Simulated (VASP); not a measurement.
The system is KTaSe3.

```
CELL_PARAMETERS angstrom
4.89870 0.00000 0.00000
0.00000 4.89870 0.00000
0.00000 0.00000 4.89870
ATOMIC_POSITIONS crystal
K 0.00000 0.00000 0.00000
Ta 0.50000 0.50000 0.50000
Se 0.00000 0.50000 0.50000
Se 0.50000 0.00000 0.50000
Se 0.50000 0.50000 0.00000
```

The cell was generated, and may not be a known phase.

```yaml
Program: VASP 6.6.1
Task: relaxation of cell and atoms
Functional: PBE
Potentials_or_basis: VASP PAW PBE potentials, release 64 (K_sv, Ta_pv, Se)
Cutoff: 600 eV
k_mesh: 4 × 4 × 4
Occupations: gaussian, width 0.1 eV
Spin: no spin polarisation
```

At the start: pressure 11.1 GPa; volume 23.51 Å³/atom.

Where does the relaxation end?

Over 3 steps the energy falls by 96.5 meV/atom and the volume is 26.66 Å³/atom (+13.4 %); space group Pm-3m (No. 221, to 0.1 Å) before and after.

Step by step:
| step | energy change (eV) | largest force (eV/Å) | pressure (GPa) | volume (Å³) |
| --- | --- | --- | --- | --- |
| 1 | 0.0000 | 0.0000 | 11.09 | 117.56 |
| 2 | -0.2160 | 0.0000 | -5.43 | 147.47 |
| 3 | -0.4825 | 0.0000 | -0.07 | 133.32 |

Final structure:
```yaml
crystal:
  lattice:
    - [5.10855, 0.00000, 0.00000]
    - [0.00000, 5.10855, 0.00000]
    - [0.00000, 0.00000, 5.10855]
  atoms:
    - { symbol: K, position: [0.00000, 0.00000, 0.00000] }
    - { symbol: Ta, position: [0.50000, 0.50000, 0.50000] }
    - { symbol: Se, position: [0.00000, 0.50000, 0.50000] }
    - { symbol: Se, position: [0.50000, 0.00000, 0.50000] }
    - { symbol: Se, position: [0.50000, 0.50000, 0.00000] }
```
